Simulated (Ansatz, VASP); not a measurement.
# Two plane-wave programs on Li2H7

The input INCAR:

```
SYSTEM = Li2H7
PREC     = Accurate       ! precision mode
ENCUT    = 600            ! plane-wave cutoff, eV
EDIFF    = 1E-6           ! SCF threshold, eV
ISMEAR   = 0              ! smearing method
SIGMA    = 0.1            ! smearing width, eV
LREAL    = .FALSE.        ! projectors in reciprocal space
LASPH    = .TRUE.         ! aspherical terms in the spheres
NELM     = 100            ! most SCF steps
ALGO     = Normal         ! electronic algorithm
ISIF     = 3              ! what is computed and relaxed
LWAVE    = .FALSE.        ! write WAVECAR
LCHARG   = .FALSE.        ! write CHGCAR
GGA      = PE             ! functional
IBRION   = 2              ! ionic algorithm
NSW      = 90             ! ionic steps
EDIFFG   = -0.04          ! ionic threshold
```

Contents of KPOINTS:

```
Automatic mesh
0
G
  6 6 4
  0 0 0
```

The input POSCAR:

```
Li2H7
1.0
    2.0550098600     -3.6245934500      0.0000000000
    2.0550098600      3.6245934500      0.0000000000
   -1.5233413700      0.0000000000      5.2990545900
Li H
2 7
Direct
    0.8996499900      0.8996499900      0.2318580100
    0.1003500100      0.1003500100      0.7681419900
    0.5000000000      0.0000000000      0.5000000000
    0.0000000000      0.5000000000      0.5000000000
    0.4551000000      0.7911530400      0.8450639900
    0.7911530400      0.4551000000      0.8450639900
    0.5449000000      0.2088469600      0.1549360100
    0.2088469600      0.5449000000      0.1549360100
    0.5000000000      0.5000000000      0.5000000000
```

Input for Ansatz:

```yaml
crystal:
  lattice:
    - [2.05500986, -3.62459345, 0.0]
    - [2.05500986, 3.62459345, 0.0]
    - [-1.52334137, 0.0, 5.29905459]
  atoms:
    - { symbol: Li, position: [0.89964999, 0.89964999, 0.23185801] }
    - { symbol: Li, position: [0.10035001, 0.10035001, 0.76814199] }
    - { symbol: H, position: [0.5, 0.0, 0.5] }
    - { symbol: H, position: [0.0, 0.5, 0.5] }
    - { symbol: H, position: [0.4551, 0.79115304, 0.84506399] }
    - { symbol: H, position: [0.79115304, 0.4551, 0.84506399] }
    - { symbol: H, position: [0.5449, 0.20884696, 0.15493601] }
    - { symbol: H, position: [0.20884696, 0.5449, 0.15493601] }
    - { symbol: H, position: [0.5, 0.5, 0.5] }
basis:
  ecutwfc: 420
kpoints:
  mp_grid: { grid: [6, 6, 4] }
hamiltonian:
  xc: pbe
scf:
  occupations: { method: gaussian, width: 0.1 }
  lower_state_search: "off"
output:
  forces: true
  stress: true
  eigenvalues: true
relax:
  adjacent_minimum: "off"
  f_tol: 0.04
  max_steps: 70
  cell: { stress_tol: 0.4 }
```

Change from the starting cell: species swapped into the Hf2Co7 type (C2/m, No. 12).

Alike in both runs: task relaxation of cell and atoms; functional PBE; k mesh 6 × 6 × 4; occupations gaussian, width 0.1 eV; no spin polarisation.

```csv
,VASP,Ansatz
version,VASP 6.6.1,Ansatz 0.2.0
potentials or method,"VASP PAW PBE potentials, release 64 (Li_sv, H), cutoff 600 eV","scalar-relativistic, plane waves, PAW"
valence electrons in the cell,13,13
```

```tsv
	VASP	Ansatz	Ansatz less VASP
gap on the k mesh at the Fermi level, each at its own relaxed structure (eV)	none	none	-
relaxed volume (Å³/atom)	6.47	6.62	+0.143
relaxed cell length with the largest relative difference (Å)	5.853	5.549	-0.3041
```

A gap of «none» marks a metal or a gap that the smearing closes. One of these differences is far larger than is usual between the two programs; its cause wasn't traced.

Noted on VASP's run: the cutoff is short for stress, so the pressure is rough; the volume moved by over 15 % at a fixed basis, so the end points are rough.
